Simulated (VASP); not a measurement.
Runs of VASP 6.6.1 on CoSn3. The structure is that of space group Pm-3m (No. 221), or close to it. The cells are those of the table. 

```tsv
task	spin	fixed moment (μB)	cell	cutoff (eV)	gap on the mesh (eV)	pressure (GPa)	moment (μB)
relaxation of cell and atoms	off	-	relaxed from a = 4.398 Å, 4 atoms	600	none	0.0	-
single point	collinear, zero start	0.0	a = 4.398 Å, 4 atoms	520	-	-1.4	0.00
single point	collinear, ferromagnetic start	-	a = 4.398 Å, 4 atoms	520	none	-0.1	1.25
single point	off	-	a = 4.398 Å, 4 atoms	520	none	(b)	-
single point	collinear, ferromagnetic start	3.0	a = 4.398 Å, 4 atoms	520	-	(a)	3.00
single point	off	-	a = 4.372 Å, 4 atoms	520	none	-0.1	-
single point	collinear, ferromagnetic start	1.5	a = 4.398 Å, 4 atoms	520	-	0.3	1.50
```

Alike in all rows: level PBEsol; potentials or basis VASP PAW PBE potentials, release 64 (Sn_d, Co); k mesh 10 × 10 × 10; smearing gaussian 0.1 eV.

**Question.** Fill in the values left out.

**Answer.** (a) 2.4; (b) -1.3.

Caveats: the PAW data sets were made with another functional, which shifts forces and pressure a little; spin-orbit coupling is left out, which moves the levels of the heavy elements; the total moment is fixed, so each spin has its own Fermi level (at least some runs).

A k mesh can miss the band edges, and the runs leave out spin-orbit coupling on Sn.

A gap of «none» marks levels without a gap at the run's occupations.
